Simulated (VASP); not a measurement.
A run of VASP 6.6.1:

Contents of INCAR:

```
SYSTEM = I
PREC     = Accurate       ! precision mode
ENCUT    = 520            ! plane-wave cutoff, eV
EDIFF    = 1E-7           ! SCF threshold, eV
ISMEAR   = -1             ! smearing method
SIGMA    = 0.05           ! smearing width, eV
LREAL    = .FALSE.        ! projectors in reciprocal space
LASPH    = .TRUE.         ! aspherical terms in the spheres
NELM     = 60             ! most SCF steps
ALGO     = Normal         ! electronic algorithm
ISIF     = 2              ! what is computed and relaxed
LWAVE    = .FALSE.        ! write WAVECAR
LCHARG   = .TRUE.         ! write CHGCAR
LELF     = .TRUE.         ! ELF
LVHAR    = .TRUE.       
NBANDS   = 14             ! bands
```

File KPOINTS:

```
regular mesh
0
G
  16 16 9
  0 0 0
```

Contents of POSCAR:

```
I
1.0
    2.5883799093      0.0000000000      0.0000000000
   -1.2941899546      2.2416027561      0.0000000000
    0.0000000000      0.0000000000      4.3745867752
I
2
Direct
    0.3333333333      0.6666666667      0.2500000000
    0.6666666667      0.3333333333      0.7500000000
```

Potentials or basis: VASP PAW LDA potentials, release 64 (I).

Launch:

```console
$ cat potpaw_LDA.64/I/POTCAR > POTCAR
$ mpirun -np 1 vasp_std > vasp.out
```

Hardware: 1 thread of Intel(R) Xeon(R) Platinum 8375C CPU @ 2.90GHz (Ice Lake), on a shared host.

**Question.** How long does it take, and how much memory?

**Answer.** It took 29 s on 1 thread of Intel(R) Xeon(R) Platinum 8375C CPU @ 2.90GHz (Ice Lake), with other jobs on the host, peak memory 0.16 GiB. Counts: scf iterations 12, k points 150.
